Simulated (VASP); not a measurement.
# TePb: single point with PBE

The system is TePb.

```
CELL_PARAMETERS angstrom
4.00229 0.00000 0.00000
0.00000 4.00229 0.00000
0.00000 0.00000 4.00229
ATOMIC_POSITIONS crystal
Pb 0.99039 0.00759 0.98972
Te 0.48334 0.49709 0.49934
```

```yaml
Program: VASP 6.6.1
Task: single point
Functional: PBE
Potentials_or_basis: VASP PAW PBE potentials, release 64 (Pb_d, Te)
Cutoff: 520 eV
k_mesh: 11 × 11 × 11
Occupations: fermi-dirac, width 0.05 eV
Spin: no spin polarisation
Dipole_correction: no
Further_INCAR_settings: ALGO = Normal; EDIFF = 1e-07; NBANDS = 17
```

* Pressure: -0.1 GPa
* Largest force: 0.029 eV/Å
* Band gap on the k mesh: zero (bands 10 and 11 overlap by 1.06 eV)

Forces in eV/Å, atoms in the order of the input:
```
Pb   0.013  0.019 -0.017
Te  -0.013 -0.019  0.017
```

Levels at points of the mesh, in eV from the Fermi level:
```tsv
k point	band 8	band 9	band 10	band 11	band 12	band 13
(0.00, 0.00, 0.00)	-1.51	-1.51	-1.51	4.04	4.05	5.30
```

Run time: 11 min on 1 thread of AMD EPYC 7R43 64-Core Processor (Zen 3) (shared host), peak memory 0.73 GiB.

Caveat: spin-orbit coupling is left out, which moves the levels of the heavy elements.
